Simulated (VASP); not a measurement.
# SiGe (P6_3mc) in VASP: further runs

SiGe is run at these levels: r2SCAN; tasks: single point.

Everything below comes from runs of VASP 6.6.1. Logs are shortened: lines on timing, memory, paths and dates and some standing lists are left out, and cuts for length are marked.

## 1. The cell of the first run

The structure is hexagonal, space group P6_3mc (No. 186). Conventional cell: a = 3.865 Å, b = 3.865 Å, c = 6.471 Å, α = 90.00°, β = 90.00°, γ = 120.00°. Si (site symmetry 3m) has 4 Ge at 2.38 to 2.41 Å within 3.1 Å. Within 3.1 Å of Ge (site symmetry 3m) lie 4 Si at 2.38 to 2.41 Å.

## 2. Single point, r2SCAN

Input file POSCAR:

```
SiGe
1.0
    3.8653338675      0.0000000000      0.0000000000
   -1.9326669337      3.3474773233      0.0000000000
    0.0000000000      0.0000000000      6.4708892850
Si Ge
2 2
Direct
    0.6666666667      0.3333333333      0.8736556936
    0.3333333333      0.6666666667      0.3736556936
    0.6666666667      0.3333333333      0.5013433064
    0.3333333333      0.6666666667      0.0013433064
```

Input file INCAR.step1:

```
SYSTEM = SiGe
  PREC = Accurate
  ENCUT = 520
  ISMEAR = 0
  SIGMA = 0.02
  LREAL = .FALSE.
  LASPH = .TRUE.
  NELM = 100
  NBANDS = 26
  GGA = PE
  ALGO = Normal
  EDIFF = 1E-4
  LWAVE = .TRUE.
  LCHARG = .FALSE.
```

Input file INCAR.step2:

```
SYSTEM = SiGe
  PREC = Accurate
  ENCUT = 520
  EDIFF = 1E-6
  ISMEAR = 0
  SIGMA = 0.02
  LREAL = .FALSE.
  LASPH = .TRUE.
  NELM = 100
  ALGO = Normal
  ISIF = 2
  LWAVE = .FALSE.
  LCHARG = .FALSE.
  METAGGA = R2SCAN
  LMIXTAU = .TRUE.
  NBANDS = 26
  ISTART = 1
```

Input file KPOINTS:

```
regular mesh
0
G
  12 12 4
  0 0 0
```

Potentials or basis: VASP PAW PBE potentials, release 64 (Si, Ge_d).

On the command line:

```console
cat potpaw_PBE.64/Si/POTCAR potpaw_PBE.64/Ge_d/POTCAR > POTCAR
cp INCAR.step1 INCAR
mpirun -np 1 vasp_std > vasp.out
cp INCAR.step2 INCAR
mpirun -np 1 vasp_std > vasp.out
```

OUTCAR:

```text
SYSTEM = SiGe
   PREC = Accurate
   ENCUT = 520
   EDIFF = 1E-6
   ISMEAR = 0
   LREAL = .FALSE.
   LASPH = .TRUE.
   NELM = 100
   ISIF = 2
   METAGGA = R2SCAN
   ISTART = 1

 ion  position               nearest neighbor table
   1  0.667  0.333  0.874-   4 2.38   4 2.38   4 2.38   3 2.41
   2  0.333  0.667  0.374-   3 2.38   3 2.38   3 2.38   4 2.41
   3  0.667  0.333  0.501-   2 2.38   2 2.38   2 2.38   1 2.41
   4  0.333  0.667  0.001-   1 2.38   1 2.38   1 2.38   2 2.41

  LATTYP: Found a hexagonal cell.
 ALAT       =     3.8653338675
 C/A-ratio  =     1.6740828883

  Lattice vectors:

 A1 = (   3.8653338675,   0.0000000000,   0.0000000000)
 A2 = (  -1.9326669337,   3.3474773233,   0.0000000000)
 A3 = (   0.0000000000,   0.0000000000,   6.4708892850)

Analysis of symmetry for initial positions (statically):
=====================================================================
 Subroutine PRICEL returns:
 Original cell was already a primitive cell.

 Routine SETGRP: Setting up the symmetry group for a
 hexagonal supercell.

 Subroutine GETGRP returns: Found 12 space group operations
 (whereof  6 operations were pure point group operations)
 out of a pool of 24 trial point group operations.

The static configuration has the point symmetry C_3v.
 The point group associated with its full space group is C_6v.

Analysis of symmetry for dynamics (positions and initial velocities):
=====================================================================
 Subroutine PRICEL returns:
 Original cell was already a primitive cell.

 Routine SETGRP: Setting up the symmetry group for a
 hexagonal supercell.

 Subroutine GETGRP returns: Found 12 space group operations
 (whereof  6 operations were pure point group operations)
 out of a pool of 24 trial point group operations.

The dynamic configuration has the point symmetry C_3v.
 The point group associated with its full space group is C_6v.

 Subroutine INISYM returns: Found 12 space group operations
 (whereof  6 operations are pure point group operations),
 and found     1 'primitive' translations

----------------------------------------------------------------------------------------

                                     Primitive cell

  volume of cell :      83.7276

  direct lattice vectors                    reciprocal lattice vectors
     3.865333867  0.000000000  0.000000000     0.258709864  0.149366210  0.000000000
    -1.932666934  3.347477323  0.000000000     0.000000000  0.298732419  0.000000000
     0.000000000  0.000000000  6.470889285     0.000000000  0.000000000  0.154538265

  length of vectors
     3.865333867  3.865333867  6.470889285     0.298732419  0.298732419  0.154538265

  position of ions in fractional coordinates (direct lattice)
     0.666666667  0.333333333  0.873655694
     0.333333333  0.666666667  0.373655694
     0.666666667  0.333333333  0.501343306
     0.333333333  0.666666667  0.001343306

  ion indices of the primitive-cell ions
   primitive index   ion index
                 1           1
                 2           2
                 3           3
                 4           4

----------------------------------------------------------------------------------------

 KPOINTS: regular mesh

Automatic generation of k-mesh.
 Grid dimensions read from file:
 generate k-points for:   12   12    4

 Generating k-lattice:

  Cartesian coordinates                     Fractional coordinates (reciprocal lattice)
     0.021559155  0.012447184  0.000000000     0.083333333  0.000000000  0.000000000
     0.000000000  0.024894368  0.000000000     0.000000000  0.083333333  0.000000000
     0.000000000  0.000000000  0.038634566     0.000000000  0.000000000  0.250000000

  Length of vectors
     0.024894368  0.024894368  0.038634566

  Shift w.r.t. Gamma in fractional coordinates (k-lattice)
     0.000000000  0.000000000  0.000000000

 Subroutine IBZKPT returns following result:
 ===========================================

 Found     57 irreducible k-points:

 Following reciprocal coordinates:
            Coordinates               Weight
  0.000000  0.000000  0.000000      1.000000
  0.083333  0.000000  0.000000      6.000000
  0.166667  0.000000  0.000000      6.000000
  0.250000 -0.000000  0.000000      6.000000
  0.333333  0.000000  0.000000      6.000000
  0.416667  0.000000  0.000000      6.000000
[... 16 lines left out ...]
  0.250000 -0.000000  0.250000     12.000000
  0.333333  0.000000  0.250000     12.000000
 [... further k-points ...]
   k-points           NKPTS =     57   k-points in BZ     NKDIM =     57   number of bands    NBANDS=     26
   number of dos      NEDOS =    301   number of ions     NIONS =      4
   total plane-waves  NPLWV =  43200
   dimension x,y,z NGX =    30 NGY =   30 NGZ =   48
   dimension x,y,z NGXF=    60 NGYF=   60 NGZF=   96
   ions per type =               2   2
   NGX,Y,Z   is equivalent  to a cutoff of  12.90, 12.90, 12.33 a.u.
   NGXF,Y,Z  is equivalent  to a cutoff of  25.81, 25.81, 24.66 a.u.
 SYSTEM =  SiGe
   PREC   = accura    normal or accurate (medium, high low for compatibility)
   ISTART =      1    job   : 0-new  1-cont  2-samecut
   ICHARG =      0    charge: 1-file 2-atom 10-const
   ISPIN  =      1    spin polarized calculation?
   LNONCOLLINEAR =      F non collinear calculations
   LSORBIT =      F    spin-orbit coupling
   LASPH  =      T    aspherical Exc in radial PAW
   ENCUT  =  520.0 eV  38.22 Ry    6.18 a.u.   7.19  7.19 12.03*2*pi/ulx,y,z
   NELM   =    100;   NELMIN=  2; NELMDL=  0     # of ELM steps
   EDIFF  = 0.1E-05   stopping-criterion for ELM
   LREAL  =      F    real-space projection
   EDIFFG = 0.1E-04   stopping-criterion for IOM
   NSW    =      0    number of steps for IOM
   IBRION =     -1    ionic relax: 0-MD 1-quasi-New 2-CG
   NFREE  =      0    steps in history (QN), initial steepest desc. (CG)
   ISIF   =      2    stress and relaxation
   ISYM   =      2    0-nonsym 1-usesym 2-fastsym
   POTIM  = 0.5000    time-step for ionic-motion
   TEBEG  =    0.0;   TEEND  =   0.0 temperature during run
   PSTRESS=    0.0 pullay stress
   NELECT =      36.0000    total number of electrons
   NUPDOWN=      -1.0000    fix difference up-down
   EMIN   =  10.00;   EMAX   =-10.00  energy-range for DOS
   EFERMI =   0.00;   METHOD = LEGACY
   ISMEAR =     0;   SIGMA  =   0.02  broadening in eV -4-tet -1-fermi 0-gaus
   EFERMI_NEDOS =   21; number of points for ismear=-14 and -15
   IALGO  =     38    algorithm
   IMIX   =      4    mixing-type and parameters
     AMIX     =   0.40;   BMIX     =  1.00
     AMIX_MAG =   1.60;   BMIX_MAG =  1.00
  volume/ion in A,a.u.               =      20.93       141.26
  Fermi-wavevector in a.u.,A,eV,Ry     =   1.235623  2.334990 20.772901  1.526765
  Thomas-Fermi vector in A             =   2.370265
   LORBIT       =      0    0 simple, 1 ext, 2 COOP (PROOUT), +10 PAW based schemes
   METAGGA = R2SCAN    functional components
   LHFCALC =     F    Hartree Fock is set to
   AEXX    =    0.0000 exact exchange contribution
   IVDW    =     0    specifies the selected vdW correction
   LEPSILON=     F    determine dielectric tensor
   LRPA    =     F    only Hartree local field effects (RPA)
 non-spin polarized calculation
 Gauss-broadening in eV      SIGMA  =   0.02
  energy-cutoff  :      520.00
  volume of cell :       83.73
 maximum number of plane-waves:      2274
 NGX is ok and might be reduce to    30
   NGX = 15   NGY = 15   NGZ = 25

 number of electron      35.9999969 magnetization

 Free energy of the ion-electron system (eV)
  ---------------------------------------------------
  ext. energy  EPLUGINS =         0.00000000
  ---------------------------------------------------
  free energy    TOTEN  =       -45.16446730 eV

  energy without entropy =      -45.16446730  energy(sigma->0) =      -45.16446730

 E-fermi :   5.7978     XC(G=0): -10.4565

 val. band max:        5.6922837551   @ k =   0.0000   0.0000   0.0000
 cond. band min:       6.3686910993   @ k =   0.5000  -0.0000   0.0000
 fundamental gap:      0.6764073442
 Fermi energy:         5.7977601962

 k-point     1 :       0.0000    0.0000    0.0000
  band No.  band energies     occupation
      1     -19.5881      2.00000
      2     -19.5878      2.00000
      3     -19.5844      2.00000
      4     -19.5844      2.00000
      5     -19.5811      2.00000
      6     -19.5810      2.00000
[... 18 lines left out ...]
     25      10.2782      0.00000
     26      12.6715      0.00000

 k-point     2 :       0.0833    0.0000    0.0000
  band No.  band energies     occupation
      1     -19.5879      2.00000
      2     -19.5876      2.00000
      3     -19.5846      2.00000
      4     -19.5840      2.00000
      5     -19.5808      2.00000
      6     -19.5805      2.00000
[... 18 lines left out ...]
     25      10.6194      0.00000
     26      12.0655      0.00000

 k-point     3 :       0.1667    0.0000    0.0000
  band No.  band energies     occupation
      1     -19.5886      2.00000
      2     -19.5864      2.00000
      3     -19.5850      2.00000
      4     -19.5828      2.00000
      5     -19.5798      2.00000
      6     -19.5790      2.00000
[... 18 lines left out ...]
     25      11.4559      0.00000
     26      11.5081      0.00000

 k-point     4 :       0.2500   -0.0000    0.0000
  band No.  band energies     occupation
      1     -19.5898      2.00000
      2     -19.5859      2.00000
      3     -19.5845      2.00000
      4     -19.5814      2.00000
      5     -19.5781      2.00000
      6     -19.5771      2.00000
[... 18 lines left out ...]
     25      12.7082      0.00000
     26      12.8015      0.00000
[... 496 lines left out ...]
      1     -19.5885      2.00000
      2     -19.5874      2.00000
      3     -19.5837      2.00000
      4     -19.5823      2.00000
      5     -19.5803      2.00000
      6     -19.5796      2.00000
[... 18 lines left out ...]
     25      11.0487      0.00000
     26      12.1850      0.00000

 k-point    23 :       0.2500   -0.0000    0.2500
  band No.  band energies     occupation
      1     -19.5896      2.00000
      2     -19.5876      2.00000
      3     -19.5826      2.00000
      4     -19.5808      2.00000
      5     -19.5787      2.00000
      6     -19.5777      2.00000
[... 18 lines left out ...]
     25      12.1780      0.00000
     26      12.3952      0.00000

 k-point    24 :       0.3333    0.0000    0.2500
  band No.  band energies     occupation
      1     -19.5909      2.00000
      2     -19.5882      2.00000
      3     -19.5811      2.00000
      4     -19.5794      2.00000
      5     -19.5770      2.00000
      6     -19.5760      2.00000
[... 18 lines left out ...]
     25      13.2940      0.00000
     26      13.6132      0.00000

 [... further k-points ...]
[... 5 lines left out ...]
  --------------------------------------------------------------------------------------
  -------------------------------------------------------------------------------------
  Total        1.1535485      1.1535485     -0.0264998      0.0000000      0.0000000      0.0000000
  in kB       22.0738360     22.0738360     -0.5070897      0.0000000      0.0000000      0.0000000
  external PRESSURE =      14.5468607 kB  Pullay stress =       0.0000000 kB

 VOLUME and BASIS-vectors are now :
 -----------------------------------------------------------------------------
  energy-cutoff  :      520.00
  volume of cell :       83.73
      direct lattice vectors                 reciprocal lattice vectors
     3.865333867  0.000000000  0.000000000     0.258709864  0.149366210  0.000000000
    -1.932666934  3.347477323  0.000000000     0.000000000  0.298732419  0.000000000
     0.000000000  0.000000000  6.470889285     0.000000000  0.000000000  0.154538265

 POSITION                                       TOTAL-FORCE (eV/Angst)
 -----------------------------------------------------------------------------------
      1.93267      1.11583      5.65333         0.000000     -0.000000     -0.001388
     -0.00000      2.23165      2.41788        -0.000000      0.000000     -0.001388
      1.93267      1.11583      3.24414         0.000000      0.000000      0.001388
     -0.00000      2.23165      0.00869        -0.000000     -0.000000      0.001388
 -----------------------------------------------------------------------------------
    total drift:                               -0.000001     -0.000001      0.008236

  FREE ENERGIE OF THE ION-ELECTRON SYSTEM (eV)
  ---------------------------------------------------
  free  energy   TOTEN  =       -45.1644673047 eV

  energy  without entropy=      -45.1644673047  energy(sigma->0) =      -45.16446730
```

It took 3.2 min on 1 thread of Intel Xeon 6975P-C (Granite Rapids), shared host; peak memory 0.27 GiB.

Results:

- Free energy: -45.1645 eV
- Pressure: 1.5 GPa
- Band gap on the k mesh: 0.68 eV (least direct gap 0.97 eV)

Stress tensor (GPa, compression positive):
```
 2.21  0.00  0.00
 0.00  2.21  0.00
 0.00  0.00 -0.05
```

Caveat: the PAW data sets were made with another functional, which shifts forces and pressure a little.

## 3. Single point, r2SCAN (biaxial strain in the a-b plane: -1.0 %)

Input file POSCAR:

```
SiGe
1.0
    3.8653338675      0.0000000000      0.0000000000
   -1.9326669337      3.3474773233      0.0000000000
    0.0000000000      0.0000000000      6.4924017436
Si Ge
2 2
Direct
    0.6666666667      0.3333333333      0.8744661519
    0.3333333333      0.6666666667      0.3744661519
    0.6666666667      0.3333333333      0.5005328481
    0.3333333333      0.6666666667      0.0005328481
```

Input file INCAR.step1:

```
SYSTEM = SiGe
ALGO     = Normal         ! electronic algorithm
EDIFF    = 1E-4           ! SCF threshold, eV
ENCUT    = 520            ! plane-wave cutoff, eV
GGA      = PE             ! functional
ISMEAR   = 0              ! smearing method
LASPH    = .TRUE.         ! aspherical terms in the spheres
LCHARG   = .FALSE.        ! write CHGCAR
LREAL    = .FALSE.        ! projectors in reciprocal space
LWAVE    = .TRUE.         ! write WAVECAR
NBANDS   = 26             ! bands
NELM     = 100            ! most SCF steps
PREC     = Accurate       ! precision mode
SIGMA    = 0.02           ! smearing width, eV
```

Input file INCAR.step2:

```
SYSTEM = SiGe
ALGO     = Normal         ! electronic algorithm
EDIFF    = 1E-6           ! SCF threshold, eV
ENCUT    = 520            ! plane-wave cutoff, eV
ISIF     = 2              ! what is computed and relaxed
ISMEAR   = 0              ! smearing method
ISTART   = 1            
LASPH    = .TRUE.         ! aspherical terms in the spheres
LCHARG   = .TRUE.         ! write CHGCAR
LELF     = .TRUE.         ! ELF
LMIXTAU  = .TRUE.       
LREAL    = .FALSE.        ! projectors in reciprocal space
LVHAR    = .TRUE.       
LWAVE    = .FALSE.        ! write WAVECAR
METAGGA  = R2SCAN         ! meta-GGA
NBANDS   = 26             ! bands
NELM     = 100            ! most SCF steps
PREC     = Accurate       ! precision mode
SIGMA    = 0.02           ! smearing width, eV
```

Input file KPOINTS:

```
k-points
0
G
  12 12 4
  0 0 0
```

Potentials or basis: VASP PAW PBE potentials, release 64 (Si, Ge_d).

On the command line:

```console
cat potpaw_PBE.64/Si/POTCAR potpaw_PBE.64/Ge_d/POTCAR > POTCAR
cp INCAR.step1 INCAR
mpirun -np 1 vasp_std > vasp.out
cp INCAR.step2 INCAR
mpirun -np 1 vasp_std > vasp.out
```

Run time: 3.3 min. Hardware: 1 thread of Intel Xeon 6975P-C (Granite Rapids), shared host; peak memory 0.27 GiB.

It converged, with:

```yaml
Free_energy: -45.1617 eV
Pressure: 1.2 GPa
Largest_force: 0.164 eV/Å
Band_gap_on_the_k_mesh: 0.71 eV (least direct gap 1.00 eV)
```

Forces on the atoms (eV/Å):
```
Si   0.000  0.000 -0.164
Si   0.000  0.000 -0.164
Ge   0.000  0.000  0.164
Ge   0.000  0.000  0.164
```

Stress tensor (GPa, compression positive):
```
 2.38  0.00  0.00
 0.00  2.38  0.00
 0.00  0.00 -1.16
```

Levels at points of the mesh, in eV from the valence-band top:
```tsv
k point	band 16	band 17	band 18	band 19	band 20	band 21
(0.00, 0.00, 0.00)	-0.37	0.00	0.00	1.00	1.79	2.32
(0.50, 0.00, 0.00)	-3.31	-3.12	-1.66	0.71	2.34	3.50
(0.00, 0.00, 0.50)	-0.97	-0.97	-0.97	1.77	1.77	3.39
(0.50, 0.00, 0.50)	-2.79	-2.65	-2.65	0.91	0.91	2.05
```

Caveat: the cell differs from its parent crystal (biaxial strain in the a-b plane: -1.0 %); the PAW data sets were made with another functional, which shifts forces and pressure a little. A k mesh can miss the band edges.

(Continued in part 2 of 2.)
